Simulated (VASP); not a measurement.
Here is a VASP 6.6.1 calculation.

Contents of INCAR:

```
PREC = Accurate
ENCUT = 520
EDIFF = 1E-8
ISMEAR = -1
SIGMA = 0.05
LREAL = F
LASPH = T
NELM = 60
ALGO = Normal
ISIF = 2
LWAVE = F
LCHARG = F
GGA = PS
LEFG = T
NBANDS = 17
```

The input KPOINTS:

```
regular mesh
0
Gamma
  11 11 11
```

File POSCAR:

```
SnSe
1.0
    0.0000000000      2.9495018222      2.9495018222
    2.9495018222      0.0000000000      2.9495018222
    2.9495018222      2.9495018222      0.0000000000
Sn Se
1 1
Direct
    0.0000000000      0.0000000000      0.0000000000
    0.5000000000      0.5000000000      0.5000000000
```

Potentials or basis: VASP PAW PBE potentials, release 64 (Sn_d, Se).

Command:

```bash
$ cat potpaw_PBE.64/Sn_d/POTCAR potpaw_PBE.64/Se/POTCAR > POTCAR
$ mpirun -np 1 vasp_std > vasp.out
```

**Question.** What does it give for the pressure?

**Answer.** 1.6 GPa.

Caveat: without QUAD_EFG the Cq values of the log hold for a quadrupole moment of 1 mb, not for the nuclei; the PAW data sets were made with another functional, which shifts forces and pressure a little.
